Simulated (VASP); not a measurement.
# Al2Cu (I4/mmm) in VASP: notebook, part 2 of 2

VASP 6.6.1. Earlier steps stand in the parts before.

## Step 3: Single point, r2SCAN

This run uses another cell than the first one, of 15.98 Å³/atom, 1.020 times its volume.

POSCAR

```
Al2Cu
1.0
   -2.0437838356      2.0437838356      2.8699759675
    2.0437838356     -2.0437838356      2.8699759675
    2.0437838356      2.0437838356     -2.8699759675
Cu Al
1 2
Direct
    0.5000000000      0.5000000000      0.0000000000
    0.2500000000      0.7500000000      0.5000000000
    0.7500000000      0.2500000000      0.5000000000
```

INCAR.step1

```
PREC     = Accurate       # precision mode
ENCUT    = 520            # plane-wave cutoff, eV
ISMEAR   = -1             # smearing method
SIGMA    = 0.05           # smearing width, eV
LREAL    = False          # projectors in reciprocal space
LASPH    = True           # aspherical terms in the spheres
NELM     = 80             # most SCF steps
NBANDS   = 16             # bands
GGA      = PE             # functional
ALGO     = Normal         # electronic algorithm
EDIFF    = 1E-4           # SCF threshold, eV
LWAVE    = True           # write WAVECAR
LCHARG   = False          # write CHGCAR
```

INCAR.step2

```
PREC     = Accurate       # precision mode
ENCUT    = 520            # plane-wave cutoff, eV
EDIFF    = 1E-6           # SCF threshold, eV
ISMEAR   = -1             # smearing method
SIGMA    = 0.05           # smearing width, eV
LREAL    = False          # projectors in reciprocal space
LASPH    = True           # aspherical terms in the spheres
NELM     = 80             # most SCF steps
ALGO     = Normal         # electronic algorithm
ISIF     = 2              # what is computed and relaxed
LWAVE    = False          # write WAVECAR
LCHARG   = False          # write CHGCAR
METAGGA  = R2SCAN         # meta-GGA
LMIXTAU  = True         
NBANDS   = 16             # bands
ISTART   = 1
```

KPOINTS

```
Automatic mesh
0
Gamma
  9 9 9
```

Potentials or basis: VASP PAW PBE potentials, release 64 (Cu, Al).

Command:

```sh
> cat potpaw_PBE.64/Cu/POTCAR potpaw_PBE.64/Al/POTCAR > POTCAR
> cp INCAR.step1 INCAR
> mpirun -np 1 vasp_std > vasp.out
> cp INCAR.step2 INCAR
> mpirun -np 1 vasp_std > vasp.out
```

OUTCAR:

```text
PREC = Accurate
   ENCUT = 520
   EDIFF = 1E-6
   ISMEAR = -1
   LREAL = False
   LASPH = True
   NELM = 80
   ISIF = 2
   METAGGA = R2SCAN
   ISTART = 1

 ion  position               nearest neighbor table
   1  0.500  0.500  0.000-   2 2.50   3 2.50   2 2.50   3 2.50   2 2.50   3 2.50   2 2.50   3 2.50

   2  0.250  0.750  0.500-   1 2.50   1 2.50   1 2.50   1 2.50   3 2.87   3 2.87   3 2.89   3 2.89
                             3 2.89   3 2.89
   3  0.750  0.250  0.500-   1 2.50   1 2.50   1 2.50   1 2.50   2 2.87   2 2.87   2 2.89   2 2.89
                             2 2.89   2 2.89
[... 654 lines left out ...]
  Direction    XX          YY          ZZ          XY          YZ          ZX
  --------------------------------------------------------------------------------------
  -------------------------------------------------------------------------------------
  Total       -0.5679954     -0.5679954     -0.5213877      0.0000000      0.0000000      0.0000000
  in kB      -18.9778587    -18.9778587    -17.4206026      0.0000000      0.0000000      0.0000000
  external PRESSURE =     -18.4587733 kB  Pullay stress =       0.0000000 kB

 VOLUME and BASIS-vectors are now :
 -----------------------------------------------------------------------------
  energy-cutoff  :      520.00
  volume of cell :       47.95
      direct lattice vectors                 reciprocal lattice vectors
    -2.043783836  2.043783836  2.869975967     0.000000000  0.244644268  0.174217487
     2.043783836 -2.043783836  2.869975967     0.244644268  0.000000000  0.174217487
     2.043783836  2.043783836 -2.869975967     0.244644268  0.244644268  0.000000000

 POSITION                                       TOTAL-FORCE (eV/Angst)
 -----------------------------------------------------------------------------------
      0.00000      0.00000      2.86998        -0.000000      0.000000     -0.000000
      2.04378      0.00000      1.43499        -0.000000      0.000000      0.000000
      0.00000      2.04378      1.43499         0.000000     -0.000000      0.000000
 -----------------------------------------------------------------------------------
    total drift:                                0.000000     -0.000000      0.000000

  FREE ENERGIE OF THE ION-ELECTRON SYSTEM (eV)
  ---------------------------------------------------
  free  energy   TOTEN  =       -24.9022117271 eV

  energy  without entropy=      -24.8893881614  energy(sigma->0) =      -24.89579994
```

Run time: 2.2 min. Hardware: 1 thread of Intel Xeon 6975P-C (Granite Rapids), shared host; peak memory 0.2 GiB.

What came out:

```
Free energy : -24.9022 eV
Pressure    : -1.8 GPa
```

Stress tensor (GPa, compression positive):
```
-1.90  0.00  0.00
 0.00 -1.90  0.00
 0.00  0.00 -1.74
```

Caveat: the PAW data sets were made with another functional, which shifts forces and pressure a little.

## Step 4: Single point, LDA

INCAR

```
SYSTEM = Al2Cu
PREC = Accurate
ENCUT = 520
EDIFF = 1E-6
ISMEAR = -1
SIGMA = 0.05
LREAL = .False.
LASPH = .True.
NELM = 100
ALGO = Normal
ISIF = 2
LWAVE = .False.
LCHARG = .True.
LELF = .True.
LVHAR = .True.
NBANDS = 16
```

KPOINTS

```
Automatic mesh
0
Gamma
  9 9 9
  0 0 0
```

POSCAR

```
Al2Cu
1.0
   -2.0303375000      2.0303375000      2.8510940000
    2.0303375000     -2.0303375000      2.8510940000
    2.0303375000      2.0303375000     -2.8510940000
Cu Al
1 2
Direct
    0.5000000000      0.5000000000      0.0000000000
    0.2500000000      0.7500000000      0.5000000000
    0.7500000000      0.2500000000      0.5000000000
```

Potentials or basis: VASP PAW LDA potentials, release 64 (Cu, Al).

Command:

```sh
> cat potpaw_LDA.64/Cu/POTCAR potpaw_LDA.64/Al/POTCAR > POTCAR
> mpirun -np 1 vasp_std > vasp.out
```

OUTCAR:

```text
SYSTEM = Al2Cu
   PREC = Accurate
   ENCUT = 520
   EDIFF = 1E-6
   ISMEAR = -1
   LREAL = .False.
   LASPH = .True.
   NELM = 100
   ISIF = 2

 ion  position               nearest neighbor table
   1  0.500  0.500  0.000-   2 2.48   3 2.48   2 2.48   3 2.48   2 2.48   3 2.48   2 2.48   3 2.48

   2  0.250  0.750  0.500-   1 2.48   1 2.48   1 2.48   1 2.48   3 2.85   3 2.85   3 2.87   3 2.87
                             3 2.87   3 2.87
   3  0.750  0.250  0.500-   1 2.48   1 2.48   1 2.48   1 2.48   2 2.85   2 2.85   2 2.87   2 2.87
[... 656 lines left out ...]
  Direction    XX          YY          ZZ          XY          YZ          ZX
  --------------------------------------------------------------------------------------
  -------------------------------------------------------------------------------------
  Total       -0.8637329     -0.8637329     -0.8147133      0.0000000      0.0000000      0.0000000
  in kB      -29.4362187    -29.4362187    -27.7656208      0.0000000      0.0000000      0.0000000
  external PRESSURE =     -28.8793528 kB  Pullay stress =       0.0000000 kB

 VOLUME and BASIS-vectors are now :
 -----------------------------------------------------------------------------
  energy-cutoff  :      520.00
  volume of cell :       47.01
      direct lattice vectors                 reciprocal lattice vectors
    -2.030337500  2.030337500  2.851094000     0.000000000  0.246264476  0.175371279
     2.030337500 -2.030337500  2.851094000     0.246264476  0.000000000  0.175371279
     2.030337500  2.030337500 -2.851094000     0.246264476  0.246264476  0.000000000

 POSITION                                       TOTAL-FORCE (eV/Angst)
 -----------------------------------------------------------------------------------
      0.00000      0.00000      2.85109         0.000000     -0.000000      0.000000
      2.03034      0.00000      1.42555         0.000000     -0.000000      0.000000
      0.00000      2.03034      1.42555        -0.000000      0.000000     -0.000000
 -----------------------------------------------------------------------------------
    total drift:                                0.000000     -0.000000      0.000000

  FREE ENERGIE OF THE ION-ELECTRON SYSTEM (eV)
  ---------------------------------------------------
  free  energy   TOTEN  =       -13.6842913099 eV

  energy  without entropy=      -13.6713537117  energy(sigma->0) =      -13.67782251
```

Wall time 92 s (1 thread of AMD EPYC 7R43 (Zen 3), shared host); peak memory 0.14 GiB.

What came out:

```yaml
Free_energy: -13.6843 eV
Pressure: -2.9 GPa
```

Stress tensor (GPa, compression positive):
```
-2.94  0.00  0.00
 0.00 -2.94  0.00
 0.00  0.00 -2.78
```

Levels at points of the mesh, in eV from the Fermi level:
```
           k point  band 7  band 8  band 9  band 10  band 11  band 12
(0.00, 0.00, 0.00)    2.91    2.92    2.92     2.98     2.99     2.99
```

## Step 5: Single point, PBEsol

This run uses another cell than the first one, of 12.94 Å³/atom, 0.826 times its volume.

INCAR

```
SYSTEM = Al2Cu
PREC = Accurate ; ENCUT = 520
EDIFF = 1E-6 ; ISMEAR = -1
SIGMA = 0.05 ; LREAL = .False.
LASPH = .True. ; NELM = 80
ALGO = Normal ; ISIF = 2
LWAVE = .False. ; LCHARG = .False.
GGA = PS ; NBANDS = 16
```

KPOINTS

```
regular mesh
0
Gamma
  9 9 9
  0 0 0
```

POSCAR

```
Al2Cu
1.0
   -1.9037337994      1.9037337994      2.6783486413
    1.9037337994     -1.9037337994      2.6783486413
    1.9037337994      1.9037337994     -2.6783486413
Cu Al
1 2
Direct
    0.5000000000      0.5000000000      0.0000000000
    0.2500000000      0.7500000000      0.5000000000
    0.7500000000      0.2500000000      0.5000000000
```

Potentials or basis: VASP PAW PBE potentials, release 64 (Cu, Al).

Command:

```sh
> cat potpaw_PBE.64/Cu/POTCAR potpaw_PBE.64/Al/POTCAR > POTCAR
> mpirun -np 1 vasp_std > vasp.out
```

It took 44 s on 1 thread of Intel Xeon Platinum 8259CL at 2.50GHz (Skylake/Cascade Lake), shared host; peak memory 0.18 GiB.

It converged, with:

```yaml
Free_energy: -12.3470 eV
Pressure: 30.1 GPa
```

Levels at points of the mesh, in eV from the Fermi level:
```csv
k point,band 7,band 8,band 9,band 10,band 11,band 12
"(0.00, 0.00, 0.00)",2.94,2.94,2.98,3.63,3.70,3.70
```

Caveat: the PAW data sets were made with another functional, which shifts forces and pressure a little.

## Step 6: Summary

```csv
level,potentials or basis,cell,gap on the mesh (eV),pressure (GPa)
r2SCAN,"VASP PAW PBE potentials, release 64 (Cu, Al)","a = 4.046 Å, angles 119.8, 119.8, 90.4°, 3 atoms",none,0.2
r2SCAN,"VASP PAW PBE potentials, release 64 (Cu, Al)","a = 4.073 Å, angles 119.8, 119.8, 90.4°, 3 atoms",none,-1.8
LDA,"VASP PAW LDA potentials, release 64 (Cu, Al)","a = 4.046 Å, angles 119.8, 119.8, 90.4°, 3 atoms",none,-2.9
PBEsol,"VASP PAW PBE potentials, release 64 (Cu, Al)","a = 3.798 Å, angles 119.8, 119.8, 90.3°, 3 atoms",none,30.1
```

Alike in all rows: task single point; no spin polarisation; k mesh 9 × 9 × 9; cutoff (eV) 520; smearing fermi-dirac 0.05 eV.

Caveats: the PAW data sets were made with another functional, which shifts forces and pressure a little (some runs).

Total energies depend on the potentials used, so only differences within one code and one set of settings carry meaning.
